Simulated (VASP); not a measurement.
A run of VASP 6.6.1 is set up as follows.

Contents of INCAR:

```
PREC = Accurate
ENCUT = 520
EDIFF = 1E-6
ISMEAR = 0
SIGMA = 0.02
LREAL = F
LASPH = T
NELM = 60
ALGO = Normal
ISIF = 2
LWAVE = F
LCHARG = F
NBANDS = 33
```

Contents of KPOINTS:

```
Automatic mesh
0
Gamma
  6 6 6
```

The input POSCAR:

```
TiO2
1.0
   -2.9224161140      2.9224161140      4.1393619657
    2.9224161140     -2.9224161140      4.1393619657
    2.9224161140      2.9224161140     -4.1393619657
Ti O
2 4
Direct
    0.0000000000      0.0000000000      0.0000000000
    0.7500000000      0.2500000000      0.5000000000
    0.3750000000      0.1239629948      0.2489629948
    0.8739629948      0.6250000000      0.7489629948
    0.8760370052      0.1250000000      0.2510370052
    0.8750000000      0.1260370052      0.7510370052
```

Potentials or basis: VASP PAW LDA potentials, release 64 (Ti_sv, O).

The run is started by

```console
$ cat potpaw_LDA.64/Ti_sv/POTCAR potpaw_LDA.64/O/POTCAR > POTCAR
$ mpirun -np 1 vasp_std > vasp.out
```

Question: Estimate the pressure.

Answer: 0.8 GPa.

Question: Predict the band gap on the k mesh.

Answer: 3.34 eV.

A k mesh can miss the band edges.
